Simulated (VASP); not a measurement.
# MnO2 (P4_2/mnm) in VASP: single point with PBE

Aim: the single point of MnO2 with PBE.

Everything below comes from runs of VASP 6.6.1. Logs are shortened: lines on timing, memory, paths and dates and some standing lists are left out, and cuts for length are marked.

### 1 The cell of the first run

The structure is tetragonal, space group P4_2/mnm (No. 136). Conventional cell: a = 4.398 Å, b = 4.398 Å, c = 2.873 Å, α = 90.00°, β = 90.00°, γ = 90.00°. Mn (site symmetry mmm) has 6 O at 1.88 to 1.90 Å within 2.5 Å. O (site symmetry m2m) has 3 Mn at 1.88 to 1.90 Å and 1 O at 2.42 Å within 2.5 Å.

### 2 Single point, PBE, collinear spin, ferromagnetic start

Input file INCAR:

```
SYSTEM = MnO2
ALGO = Fast ; EDIFF = 1E-7
ENCUT = 520 ; GGA = PE
ISIF = 2 ; ISMEAR = 0
ISPIN = 2 ; LASPH = .TRUE.
LCHARG = .TRUE. ; LELF = .TRUE.
LMAXMIX = 4 ; LORBIT = 11
LREAL = .FALSE. ; LVHAR = .TRUE.
LWAVE = .FALSE. ; MAGMOM = 4 4 0 0 0 0
NBANDS = 38 ; NELM = 150
PREC = Accurate ; SIGMA = 0.05
```

Input file KPOINTS:

```
k-points
0
G
  6 6 10
  0 0 0
```

Input file POSCAR:

```
MnO2
1.0
    4.3983000000      0.0000000000      0.0000000000
    0.0000000000      4.3983000000      0.0000000000
    0.0000000000      0.0000000000      2.8730000000
Mn O
2 4
Direct
    0.0000000000      0.0000000000      0.0000000000
    0.5000000000      0.5000000000      0.5000000000
    0.3051500000      0.3051500000      0.0000000000
    0.1948500000      0.8051500000      0.5000000000
    0.6948500000      0.6948500000      0.0000000000
    0.8051500000      0.1948500000      0.5000000000
```

Potentials or basis: VASP PAW PBE potentials, release 64 (Mn_pv, O).

On the command line:

```
$ cat potpaw_PBE.64/Mn_pv/POTCAR potpaw_PBE.64/O/POTCAR > POTCAR
$ mpirun -np 1 vasp_std > vasp.out
```

OUTCAR:

```text
SYSTEM = MnO2
   EDIFF = 1E-7
   ENCUT = 520
   GGA = PE
   ISIF = 2
   ISMEAR = 0
   ISPIN = 2
   LASPH = .TRUE.
   LORBIT = 11
   LREAL = .FALSE.
   NELM = 150
   PREC = Accurate

 ion  position               nearest neighbor table
   1  0.000  0.000  0.000-   4 1.88   6 1.88   4 1.88   6 1.88   5 1.90   3 1.90
   2  0.500  0.500  0.500-   3 1.88   5 1.88   3 1.88   5 1.88   4 1.90   6 1.90
   3  0.305  0.305  0.000-   2 1.88   2 1.88   1 1.90
   4  0.195  0.805  0.500-   1 1.88   1 1.88   2 1.90
   5  0.695  0.695  0.000-   2 1.88   2 1.88   1 1.90
   6  0.805  0.195  0.500-   1 1.88   1 1.88   2 1.90

  LATTYP: Found a simple tetragonal cell.
 ALAT       =     4.3983000000
 C/A-ratio  =     0.6532069209

  Lattice vectors:

 A1 = (   4.3983000000,   0.0000000000,   0.0000000000)
 A2 = (   0.0000000000,   4.3983000000,   0.0000000000)
 A3 = (   0.0000000000,   0.0000000000,   2.8730000000)

Analysis of symmetry for initial positions (statically):
=====================================================================
 Subroutine PRICEL returns:
 Original cell was already a primitive cell.

 Routine SETGRP: Setting up the symmetry group for a
 simple tetragonal supercell.

 Subroutine GETGRP returns: Found 16 space group operations
 (whereof  8 operations were pure point group operations)
 out of a pool of 16 trial point group operations.

The static configuration has the point symmetry D_2h.
 The point group associated with its full space group is D_4h.

Analysis of symmetry for dynamics (positions and initial velocities):
=====================================================================
 Subroutine PRICEL returns:
 Original cell was already a primitive cell.

 Routine SETGRP: Setting up the symmetry group for a
 simple tetragonal supercell.

 Subroutine GETGRP returns: Found 16 space group operations
 (whereof  8 operations were pure point group operations)
 out of a pool of 16 trial point group operations.

The dynamic configuration has the point symmetry D_2h.
 The point group associated with its full space group is D_4h.

Analysis of structural, dynamic, and magnetic symmetry:
=====================================================================
 Subroutine PRICEL returns:
 Original cell was already a primitive cell.

 Routine SETGRP: Setting up the symmetry group for a
 simple tetragonal supercell.

 Subroutine GETGRP returns: Found 16 space group operations
 (whereof  8 operations were pure point group operations)
 out of a pool of 16 trial point group operations.

The overall configuration has the point symmetry D_2h.
 The point group associated with its full space group is D_4h.

 Subroutine INISYM returns: Found 16 space group operations
 (whereof  8 operations are pure point group operations),
 and found     1 'primitive' translations

----------------------------------------------------------------------------------------

                                     Primitive cell

  volume of cell :      55.5783

  direct lattice vectors                    reciprocal lattice vectors
     4.398300000  0.000000000  0.000000000     0.227360571  0.000000000  0.000000000
     0.000000000  4.398300000  0.000000000     0.000000000  0.227360571  0.000000000
     0.000000000  0.000000000  2.873000000     0.000000000  0.000000000  0.348068221

  length of vectors
     4.398300000  4.398300000  2.873000000     0.227360571  0.227360571  0.348068221

  position of ions in fractional coordinates (direct lattice)
     0.000000000  0.000000000  0.000000000
     0.500000000  0.500000000  0.500000000
     0.305150000  0.305150000  0.000000000
     0.194850000  0.805150000  0.500000000
     0.694850000  0.694850000  0.000000000
     0.805150000  0.194850000  0.500000000

  ion indices of the primitive-cell ions
   primitive index   ion index
                 1           1
                 2           2
                 3           3
                 4           4
                 5           5
                 6           6

[... 32 lines left out ...]
  0.166667  0.166667  0.000000      4.000000
  0.333333  0.166667  0.000000      8.000000
[... 16 lines left out ...]
  0.333333  0.000000  0.200000      8.000000
  0.500000  0.000000  0.200000      4.000000
 [... further k-points ...]
   k-points           NKPTS =     60   k-points in BZ     NKDIM =     60   number of bands    NBANDS=     38
   number of dos      NEDOS =    301   number of ions     NIONS =      6
   total plane-waves  NPLWV =  31104
   dimension x,y,z NGX =    36 NGY =   36 NGZ =   24
   dimension x,y,z NGXF=    72 NGYF=   72 NGZF=   48
   ions per type =               2   4
   NGX,Y,Z   is equivalent  to a cutoff of  13.61, 13.61, 13.89 a.u.
   NGXF,Y,Z  is equivalent  to a cutoff of  27.21, 27.21, 27.78 a.u.
 SYSTEM =  MnO2
   PREC   = accura    normal or accurate (medium, high low for compatibility)
   ISTART =      0    job   : 0-new  1-cont  2-samecut
   ICHARG =      2    charge: 1-file 2-atom 10-const
   ISPIN  =      2    spin polarized calculation?
   LNONCOLLINEAR =      F non collinear calculations
   LSORBIT =      F    spin-orbit coupling
   LASPH  =      T    aspherical Exc in radial PAW
   ENCUT  =  520.0 eV  38.22 Ry    6.18 a.u.   8.18  8.18  5.34*2*pi/ulx,y,z
   NELM   =    150;   NELMIN=  2; NELMDL= -5     # of ELM steps
   EDIFF  = 0.1E-06   stopping-criterion for ELM
   LREAL  =      F    real-space projection
   EDIFFG = 0.1E-05   stopping-criterion for IOM
   NSW    =      0    number of steps for IOM
   IBRION =     -1    ionic relax: 0-MD 1-quasi-New 2-CG
   NFREE  =      0    steps in history (QN), initial steepest desc. (CG)
   ISIF   =      2    stress and relaxation
   ISYM   =      2    0-nonsym 1-usesym 2-fastsym
   POTIM  = 0.5000    time-step for ionic-motion
   TEBEG  =    0.0;   TEEND  =   0.0 temperature during run
   PSTRESS=    0.0 pullay stress
   NELECT =      50.0000    total number of electrons
   NUPDOWN=      -1.0000    fix difference up-down
   EMIN   =  10.00;   EMAX   =-10.00  energy-range for DOS
   EFERMI =   0.00;   METHOD = LEGACY
   ISMEAR =     0;   SIGMA  =   0.05  broadening in eV -4-tet -1-fermi 0-gaus
   EFERMI_NEDOS =   21; number of points for ismear=-14 and -15
   IALGO  =     68    algorithm
   IMIX   =      4    mixing-type and parameters
     AMIX     =   0.40;   BMIX     =  1.00
     AMIX_MAG =   1.60;   BMIX_MAG =  1.00
  volume/ion in A,a.u.               =       9.26        62.51
  Fermi-wavevector in a.u.,A,eV,Ry     =   1.580386  2.986496 33.982164  2.497619
  Thomas-Fermi vector in A             =   2.680621
   LORBIT       =     11    0 simple, 1 ext, 2 COOP (PROOUT), +10 PAW based schemes
   GGA     = PE    functional components
   LHFCALC =     F    Hartree Fock is set to
   AEXX    =    0.0000 exact exchange contribution
   IVDW    =     0    specifies the selected vdW correction
   LEPSILON=     F    determine dielectric tensor
   LRPA    =     F    only Hartree local field effects (RPA)
 spin polarized calculation
 RMM-DIIS sequential band-by-band and
 Gauss-broadening in eV      SIGMA  =   0.05
  energy-cutoff  :      520.00
  volume of cell :       55.58
 maximum number of plane-waves:      1528
 NGX is ok and might be reduce to    36
   NGX = 17   NGY = 17   NGZ = 11

 number of electron      49.9999964 magnetization       5.9999484

 Free energy of the ion-electron system (eV)
  ---------------------------------------------------
  ext. energy  EPLUGINS =         0.00000000
  ---------------------------------------------------
  free energy    TOTEN  =       -47.68450378 eV

  energy without entropy =      -47.68426161  energy(sigma->0) =      -47.68438269

 E-fermi :   5.4335     XC(G=0): -12.0173

 val. band max:        5.3881495642   @ k =   0.1667   0.1667   0.5000
 cond. band min:       5.4865171121   @ k =   0.0000   0.0000   0.1000
 fundamental gap:      0.0983675479
 Fermi energy:         5.4335346915

 spin component 1

 k-point     1 :       0.0000    0.0000    0.0000
  band No.  band energies     occupation
      1     -45.3656      1.00000
      2     -45.3579      1.00000
      3     -45.2978      1.00000
      4     -45.2978      1.00000
      5     -45.2078      1.00000
      6     -45.2077      1.00000
[... 949 lines left out ...]
     36      19.0297      0.00000
     37      21.1051      0.00000

 [... further k-points ...]

 spin component 2

 k-point     1 :       0.0000    0.0000    0.0000
  band No.  band energies     occupation
      1     -42.3939      1.00000
      2     -42.3843      1.00000
      3     -42.3198      1.00000
      4     -42.3198      1.00000
      5     -42.2252      1.00000
      6     -42.2252      1.00000
[... 949 lines left out ...]
     36      19.6506      0.00000
     37      21.5471      0.00000

 [... further k-points ...]

 [bands above 37 left out]

------------------------ aborting loop because EDIFF is reached ----------------------------------------

  FORCE on cell =-STRESS in cart. coord.  units (eV):
  Direction    XX          YY          ZZ          XY          YZ          ZX
  --------------------------------------------------------------------------------------
  -------------------------------------------------------------------------------------
  Total        2.4846711      2.4846711      2.0212867      0.0000000      0.0000000      0.0000000
  in kB       71.6265709     71.6265709     58.2684114      0.0000000      0.0000000      0.0000000
  external PRESSURE =      67.1738511 kB  Pullay stress =       0.0000000 kB

 VOLUME and BASIS-vectors are now :
 -----------------------------------------------------------------------------
  energy-cutoff  :      520.00
  volume of cell :       55.58
      direct lattice vectors                 reciprocal lattice vectors
     4.398300000  0.000000000  0.000000000     0.227360571  0.000000000  0.000000000
     0.000000000  4.398300000  0.000000000     0.000000000  0.227360571  0.000000000
     0.000000000  0.000000000  2.873000000     0.000000000  0.000000000  0.348068221

 POSITION                                       TOTAL-FORCE (eV/Angst)
 -----------------------------------------------------------------------------------
      0.00000      0.00000      0.00000         0.000000      0.000000      0.000000
      2.19915      2.19915      1.43650         0.000000      0.000000      0.000000
      1.34214      1.34214      0.00000        -0.033483     -0.033483      0.000000
      0.85701      3.54129      1.43650         0.033483     -0.033483      0.000000
      3.05616      3.05616      0.00000         0.033483      0.033483     -0.000000
      3.54129      0.85701      1.43650        -0.033483      0.033483     -0.000000
 -----------------------------------------------------------------------------------
    total drift:                                0.000000      0.000000      0.000000

  FREE ENERGIE OF THE ION-ELECTRON SYSTEM (eV)
  ---------------------------------------------------
  free  energy   TOTEN  =       -47.6845037845 eV

  energy  without entropy=      -47.6842616055  energy(sigma->0) =      -47.68438269

 total charge

# of ion       s       p       d       tot
------------------------------------------
    1        0.354   6.468   4.898  11.720
    2        0.354   6.468   4.898  11.720
    3        1.569   3.466   0.000   5.035
    4        1.569   3.466   0.000   5.035
    5        1.569   3.466   0.000   5.035
    6        1.569   3.466   0.000   5.035
--------------------------------------------------
tot          6.984  26.802   9.796  43.582

 magnetization (x)

# of ion       s       p       d       tot
------------------------------------------
    1        0.018   0.029   2.650   2.697
    2        0.018   0.029   2.650   2.697
    3        0.001   0.096   0.000   0.097
    4        0.001   0.096   0.000   0.097
    5        0.001   0.096   0.000   0.097
    6        0.001   0.096   0.000   0.097
--------------------------------------------------
tot          0.038   0.442   5.300   5.780
```

Wall time 9.5 min (1 thread of Oxide Virtual Turin-like, shared host); peak memory 0.28 GiB.

Results:

| Item | Value |
| --- | --- |
| Free energy | -47.6845 eV |
| Pressure | 6.7 GPa |
| Largest force | 0.047 eV/Å |
| Band gap on the k mesh | zero (filled and empty bands overlap) |
| Net moment | 6.00 μB per cell |
| Site moments | Mn +2.70; O +0.10 μB |
| Valence electrons inside the program's atomic spheres | Mn 11.72; O 5.04 |

Forces in eV/Å, atoms in the order of the input:
```
Mn   0.000  0.000  0.000
Mn   0.000  0.000  0.000
O   -0.033 -0.033  0.000
O    0.033 -0.033  0.000
O    0.033  0.033  0.000
O   -0.033  0.033  0.000
```

Stress tensor (GPa, compression positive):
```
7.16 0.00 0.00
0.00 7.16 0.00
0.00 0.00 5.83
```

Caveat: the cell stands under pressure; semilocal functionals often make such compounds metallic where correlation or magnetic order opens a gap, which also shifts bond lengths; the run started ferromagnetic, and an antiferromagnetic order may lie lower in energy. With open d or f shells a metallic result of PBE can be an artefact of self-interaction; +U or a hybrid may open a gap.

The gap in the log of VASP goes by the Fermi energy; the results here count the filled bands.